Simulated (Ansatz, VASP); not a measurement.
# H in VASP and in Ansatz

```
H
1.0
    -0.05479    0.02803    4.45906
     5.60163    0.00375   -0.06818
     0.00786   11.24500    0.07304
H
16
Direct
  0.43367 0.58212 0.75778
  0.04706 0.07789 0.74943
  0.57145 0.40945 0.25087
  0.93646 0.92663 0.25348
  0.56617 0.66673 0.74479
  0.93601 0.16407 0.74954
  0.44828 0.32243 0.24717
  0.06433 0.82529 0.24535
  0.06125 0.46015 0.99921
  0.43290 0.94819 0.50167
  0.94335 0.54978 0.50056
  0.56747 0.05975 0.00385
  0.93715 0.54472 0.00125
  0.55888 0.06961 0.49727
  0.05722 0.44186 0.50614
  0.43835 0.95132 0.99164
```

Change from the starting cell: structure listed in a database for this formula (Pnma, No. 62); cell x1, atoms moved at random (sigma 0.05 Å) and cell strained at random (1.5 %), then relaxed without symmetry.

Alike in both runs: task relaxation of cell and atoms; functional PBEsol; k mesh 4 × 4 × 2; occupations gaussian, width 0.1 eV; no spin polarisation.

|  | VASP | Ansatz |
| --- | --- | --- |
| version | VASP 6.6.1 | Ansatz 0.2.0 |
| potentials or method | VASP PAW PBE potentials, release 64 (H), cutoff 600 eV | scalar-relativistic, plane waves, PAW |
| valence electrons in the cell | 16 | 16 |

```tsv
	VASP	Ansatz	Ansatz less VASP
gap on the k mesh at the Fermi level, each at its own relaxed structure (eV)	9.09	9.10	+0.010
relaxed volume (Å³/atom)	17.44	16.36	-1.084
relaxed length of the cell vector where the two differ most in proportion (Å)	5.583	5.369	-0.2141
```

VASP's potentials were made for PBE, not for PBEsol. One of these differences is far larger than is usual between the two programs; its cause wasn't traced.
